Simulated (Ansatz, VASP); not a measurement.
## Sn2P in VASP and in Ansatz

```
CELL_PARAMETERS angstrom
3.42218 -1.97530 0.00000
3.42218 1.97530 0.00000
-2.25645 0.00000 6.35289
ATOMIC_POSITIONS crystal
Sn 0.73800 0.73800 0.23100
Sn 0.26200 0.26200 0.76900
P 0.00000 0.00000 0.00000
```

Alike in both runs: task single point; functional PBE; k mesh 6 × 6 × 4; occupations gaussian, width 0.1 eV; no spin polarisation.

|  | VASP | Ansatz |
| --- | --- | --- |
| version | VASP 6.6.1 | Ansatz 0.2.0 |
| potentials or method | VASP PAW PBE potentials, release 64 (Sn_d, P), cutoff 520 eV | scalar-relativistic, plane waves, PAW |
| valence electrons in the cell | 33 | 33 |

Ansatz gave:

* gap on the k mesh at the Fermi level (eV): none
* pressure (GPa): 1.7
* traceless stress, the component that is largest in VASP (GPa): -0.80
* rms of the force components (eV/Å): 0.524

Problem. What did VASP give for the same quantities?

Solution. gap on the k mesh at the Fermi level (eV): none; pressure (GPa): 1.6; traceless stress, the component that is largest in VASP (GPa): -0.80; rms of the force components (eV/Å): 0.524.

Atom by atom the forces differ by 0.001 eV/Å (rms over components). A gap of «none» marks a metal or a gap that the smearing closes. The functional is the same, so the differences come from potentials, cutoffs and numerics.
